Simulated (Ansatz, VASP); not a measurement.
# V: VASP beside Ansatz

Contents of INCAR:

```
  PREC = Accurate
  ENCUT = 500
  EDIFF = 1E-6
  ISMEAR = 0
  SIGMA = 0.1
  LREAL = False
  LASPH = True
  NELM = 200
  ALGO = Normal
  ISIF = 2
  LWAVE = False
  LCHARG = True
  ISPIN = 2
  MAGMOM = 0.51
  LORBIT = 11
  LMAXMIX = 4
  LELF = True
  LVHAR = True
  NBANDS = 16
  GGA_COMPAT = False
```

The input KPOINTS:

```
regular mesh
0
Gamma
  6 6 6
```

File POSCAR:

```
V
1.0
   -1.4062982720      1.4062982720      1.4062982720
    1.4062982720     -1.4062982720      1.4062982720
    1.4062982720      1.4062982720     -1.4062982720
V
1
Direct
    0.0000000000      0.0000000000      0.0000000000
```

Input for Ansatz:

```yaml
crystal:
  lattice:
    - [-1.406298272, 1.406298272, 1.406298272]
    - [1.406298272, -1.406298272, 1.406298272]
    - [1.406298272, 1.406298272, -1.406298272]
  atoms:
    - { symbol: V, position: [0.0, 0.0, 0.0], spin: 0.51 }
basis:
  ecutwfc: 420
kpoints:
  mp_grid: { grid: [6, 6, 6] }
hamiltonian:
  xc: lda
scf:
  occupations: { method: gaussian, width: 0.1 }
  lower_state_search: "off"
output:
  forces: true
  stress: true
  eigenvalues: true
  populations: true
magnetization:
  spin_polarized: true
```

Alike in both runs: task single point; functional LDA; k mesh 6 × 6 × 6; occupations gaussian, width 0.1 eV; collinear spin.

```csv
,VASP,Ansatz
version,VASP 6.6.1,Ansatz 0.2.0
potentials or method,"VASP PAW LDA potentials, release 64 (V_sv), cutoff 500 eV","scalar-relativistic, plane waves, PAW"
valence electrons in the cell,13,13
```

```tsv
	VASP	Ansatz	Ansatz less VASP
gap on the k mesh at the Fermi level (eV)	none	none	-
pressure (GPa)	26.4	25.6	-0.80
net moment per atom (μB)	0.00	0.00	-0.001
```

LDA's correlation is that of Perdew and Zunger in VASP and of Perdew and Wang (1992) in Ansatz. A gap of «none» marks a metal or a gap that the smearing closes. Ansatz's warnings: filled band counts differ across k points, seeded moment not kept.

The k mesh is coarse, so the values compare programs but aren't converged.
